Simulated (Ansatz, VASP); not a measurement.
## Two plane-wave programs on BaZrO3

File INCAR:

```
SYSTEM = BaZrO3
PREC = Accurate
ENCUT = 600
EDIFF = 1E-7
ISMEAR = 0
SIGMA = 0.1
LREAL = .FALSE.
LASPH = .TRUE.
NELM = 60
ALGO = Normal
ISIF = 3
LWAVE = .FALSE.
LCHARG = .FALSE.
GGA = PE
IBRION = 2
NSW = 100
EDIFFG = -0.01
```

Contents of KPOINTS:

```
regular mesh
0
G
  12 12 6
  0 0 0
```

File POSCAR:

```
BaZrO3
1.0
    4.1516275921      0.0000000000      0.0000000000
   -2.0758137961      3.5954149618      0.0000000000
    0.0000000000      0.0000000000      7.7841847073
Ba Zr O
1 1 3
Direct
    0.0000000000      0.0000000000      0.5000000000
    0.3333333333      0.6666666667      0.0000000000
    0.6666666667      0.3333333333      0.5000000000
    0.3333333333      0.6666666667      0.7565393509
    0.3333333333      0.6666666667      0.2434606491
```

Input for Ansatz:

```yaml
crystal:
  lattice:
    - [4.1516275921, 0.0, 0.0]
    - [-2.0758137961, 3.5954149618, 0.0]
    - [0.0, 0.0, 7.7841847073]
  atoms:
    - { symbol: Ba, position: [0.0, 0.0, 0.5] }
    - { symbol: Zr, position: [0.3333333333, 0.6666666667, 0.0] }
    - { symbol: O, position: [0.6666666667, 0.3333333333, 0.5] }
    - { symbol: O, position: [0.3333333333, 0.6666666667, 0.7565393509] }
    - { symbol: O, position: [0.3333333333, 0.6666666667, 0.2434606491] }
basis:
  ecutwfc: 420
kpoints:
  mp_grid: { grid: [12, 12, 6] }
hamiltonian:
  xc: pbe
scf:
  occupations: { method: gaussian, width: 0.1 }
output:
  forces: true
  stress: true
  eigenvalues: true
  write_density: true
  write_potential: true
  elf: true
  volumetric_format: npy
relax:
  adjacent_minimum: "off"
  f_tol: 0.01
  max_steps: 80
  cell: { stress_tol: 0.05 }
```

Alike in both runs: task relaxation of cell and atoms; functional PBE; k mesh 12 × 12 × 6; occupations gaussian, width 0.1 eV; no spin polarisation.

|  | VASP | Ansatz |
| --- | --- | --- |
| version | VASP 6.6.1 | Ansatz 0.2.0 |
| potentials or method | VASP PAW PBE potentials, release 64 (Ba_sv, Zr_sv, O), cutoff 600 eV | scalar-relativistic, plane waves, PAW |
| valence electrons in the cell | 40 | 40 |

```tsv
	VASP	Ansatz	Ansatz less VASP
gap on the k mesh at the Fermi level, each at its own relaxed structure (eV)	none	none	-
relaxed volume (Å³/atom)	24.01	23.45	-0.556
relaxed cell length with the largest relative difference (Å)	4.215	4.161	-0.0545
```

A gap of «none» marks a metal or a gap that the smearing closes.

Spin-orbit coupling is off throughout.
